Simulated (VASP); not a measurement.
A run of VASP 6.6.1 is set up as follows.

Contents of INCAR:

```
SYSTEM = Ba2Hf2O
PREC = Accurate
ENCUT = 520
EDIFF = 1E-6
ISMEAR = 0
SIGMA = 0.1
LREAL = .False.
LASPH = .True.
NELM = 60
ALGO = Normal
ISIF = 2
LWAVE = .False.
LCHARG = .False.
GGA = PE
NBANDS = 31
```

The input KPOINTS:

```
regular mesh
0
Gamma
  12 12 4
  0 0 0
```

File POSCAR:

```
Ba2Hf2O
1.0
    3.5331504624      0.0000000000      0.0000000000
   -1.7665752312      3.0597980558      0.0000000000
    0.0000000000      0.0000000000     12.4072106631
Ba Hf O
2 2 1
Direct
    0.3333333333      0.6666666667      0.1347085670
    0.6666666667      0.3333333333      0.8652914330
    0.3333333333      0.6666666667      0.5904451676
    0.6666666667      0.3333333333      0.4095548324
    0.0000000000      0.0000000000      0.0000000000
```

Potentials or basis: VASP PAW PBE potentials, release 64 (Ba_sv, Hf_pv, O).

Launch:

```sh
$ cat potpaw_PBE.64/Ba_sv/POTCAR potpaw_PBE.64/Hf_pv/POTCAR potpaw_PBE.64/O/POTCAR > POTCAR
$ mpirun -np 1 vasp_std > vasp.out
```

Question: Estimate the band gap on the k mesh.

Answer: Zero (band 23 reaches 4.39 eV, above the bottom of band 24 at 3.73 eV).

Question: What does it give for the largest force?

Answer: 0.183 eV/Å.

Question: What does it give for the pressure?

Answer: 0.9 GPa.

Forces on the atoms (eV/Å):
```
Ba   0.000  0.000  0.183
Ba   0.000  0.000 -0.183
Hf   0.000  0.000 -0.075
Hf   0.000  0.000  0.075
O    0.000  0.000  0.000
```

Caveat: spin-orbit coupling is left out, which moves the levels of the heavy elements.
